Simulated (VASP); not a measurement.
Write the native input for VASP 6.6.1 that does the following.

* Task: single point
* Functional: PBE
* Potentials or basis: VASP PAW PBE potentials, release 64 (Sn_d, O)
* Cutoff: 520 eV
* k mesh: 5 × 5 × 4
* Occupations: gaussian, width 0.01 eV
* Spin: no spin polarisation
* Dipole correction: no
* Further INCAR settings: ALGO = Normal; EDIFF = 1e-06; NBANDS = 28

The structure of SnO (Romarchite) lies in POSCAR:

```
SnO
1.0
    3.7210557926      0.0000000000      0.0000000000
    0.0000000000      3.7210557926      0.0000000000
    0.0000000000      0.0000000000      4.7419804351
Sn O
2 2
Direct
    0.5000000000      0.0000000000      0.2369000000
    0.0000000000      0.5000000000      0.7631000000
    0.0000000000      0.0000000000      0.0000000000
    0.5000000000      0.5000000000      0.0000000000
```

One way to write it, as run:

INCAR

```
  PREC = Accurate
  ENCUT = 520
  EDIFF = 1E-6
  ISMEAR = 0
  SIGMA = 0.01
  LREAL = False
  LASPH = True
  NELM = 80
  ALGO = Normal
  ISIF = 2
  LWAVE = False
  LCHARG = False
  GGA = PE
  NBANDS = 28
```

KPOINTS

```
regular mesh
0
Gamma
  5 5 4
```

Potentials or basis: VASP PAW PBE potentials, release 64 (Sn_d, O).

Launch:

```console
$ cat potpaw_PBE.64/Sn_d/POTCAR potpaw_PBE.64/O/POTCAR > POTCAR
$ mpirun -np 1 vasp_std > vasp.out
```

It gave:

```
Pressure               : 12.7 GPa
Largest force          : 1.554 eV/Å
Band gap on the k mesh : 0.25 eV, indirect (least direct gap 2.05 eV)
```

Caveat: spin-orbit coupling is left out, which moves the levels of the heavy elements; forces of over 1 eV/Å act on the atoms, so gaps and moduli don't describe the material at rest.

Wall time 21 s on 1 thread of Intel(R) Xeon(R) Platinum 8375C CPU @ 2.90GHz (Ice Lake), on a shared host, peak memory 0.18 GiB.
